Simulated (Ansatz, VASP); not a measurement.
**Two plane-wave programs on ScNb**

Contents of INCAR:

```
SYSTEM = ScNb
  ALGO = Normal
  EDIFF = 1E-6
  ENCUT = 500
  GGA = PE
  GGA_COMPAT = .FALSE.
  ISIF = 2
  ISMEAR = 1
  LASPH = .TRUE.
  LCHARG = .TRUE.
  LELF = .TRUE.
  LREAL = .FALSE.
  LVHAR = .TRUE.
  LWAVE = .FALSE.
  NBANDS = 19
  NELM = 120
  PREC = Accurate
  SIGMA = 0.13605693122994
```

Contents of KPOINTS:

```
k-points
0
G
  6 6 2
  0 0 0
```

POSCAR

```
ScNb
1.0
    3.0656443612      0.0000000000      0.0000000000
   -1.5328221806      2.6549258957      0.0000000000
    0.0000000000      0.0000000000      5.0721940000
Sc Nb
1 1
Direct
    0.0000000000      0.0000000000      0.0000000000
    0.3333333333      0.6666666667      0.5000000000
```

Input for Ansatz:

```yaml
crystal:
  lattice:
    - [3.0656443612, 0.0, 0.0]
    - [-1.5328221806, 2.6549258957, 0.0]
    - [0.0, 0.0, 5.072194]
  atoms:
    - { symbol: Sc, position: [0.0, 0.0, 0.0] }
    - { symbol: Nb, position: [0.3333333333, 0.6666666667, 0.5] }
basis:
  ecutwfc: "24 Ha"
kpoints:
  mp_grid: { grid: [6, 6, 2] }
hamiltonian:
  xc: pbe
scf:
  occupations: { method: methfessel_paxton, width: "0.01 Ry" }
  max_iter: 80
  convergence: { dr2_threshold: "1e-10 eV" }
output:
  forces: true
  stress: true
  eigenvalues: true
```

Alike in both runs: task single point; functional PBE; k mesh 6 × 6 × 2; no spin polarisation.

|  | VASP | Ansatz |
| --- | --- | --- |
| version | VASP 6.6.1 | Ansatz 0.2.0 |
| potentials or method | VASP PAW PBE potentials, release 64 (Sc_sv, Nb_sv), cutoff 500 eV | scalar-relativistic, plane waves, PAW |
| occupations | methfessel-paxton of order 1, width 0.136057 eV | methfessel-paxton of order 1 |
| valence electrons in the cell | 24 | 24 |

```tsv
	VASP	Ansatz	Ansatz less VASP
gap on the k mesh at the Fermi level (eV)	none	none	-
pressure (GPa)	-0.5	-0.4	+0.05
traceless stress, the component that is largest in VASP (GPa)	2.73	2.66	-0.075
```

A gap of «none» marks a metal or a gap that the smearing closes.

The k mesh is coarse, so the values compare programs but aren't converged.
